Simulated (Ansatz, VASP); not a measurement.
**One calculation of Li3MgCl3, two programs**

```
Li Mg Cl
1.0
     5.00090    0.00000    0.00000
     0.00000    5.00090    0.00000
     0.00000    0.00000    5.82995
Li Mg Cl
3 1 3
Direct
  0.50000 0.50000 0.54966
  0.50000 0.00000 0.16606
  0.00000 0.50000 0.16606
  0.00000 0.00000 0.82177
  0.50000 0.50000 0.12691
  0.00000 0.50000 0.58478
  0.50000 0.00000 0.58478
```

Alike in both runs: task relaxation of cell and atoms; functional PBE; k mesh 6 × 6 × 6; occupations gaussian, width 0.02 eV; no spin polarisation.

|  | VASP | Ansatz |
| --- | --- | --- |
| version | VASP 6.6.1 | Ansatz 0.2.0 |
| potentials or method | VASP PAW PBE potentials, release 64 (Li_sv, Mg, Cl), cutoff 600 eV | scalar-relativistic, plane waves, PAW |
| valence electrons in the cell | 32 | 40 |

Ansatz gave:

```
gap on the k mesh at the Fermi level, each at its own relaxed structure (eV) : 1.35
relaxed volume (Å³/atom)                                                     : 20.86
relaxed cell length with the largest relative difference (Å)                 : 5.005
```

Q: What did VASP give for the same quantities?

A: gap on the k mesh at the Fermi level, each at its own relaxed structure (eV): 1.33; relaxed volume (Å³/atom): 20.83; relaxed cell length with the largest relative difference (Å): 5.001.

VASP's potentials hold 32 valence electrons a cell and Ansatz's 40, so a difference there can come from the potentials and not from the codes.

Noted on VASP's run: the cutoff is short for stress, so the pressure is rough.
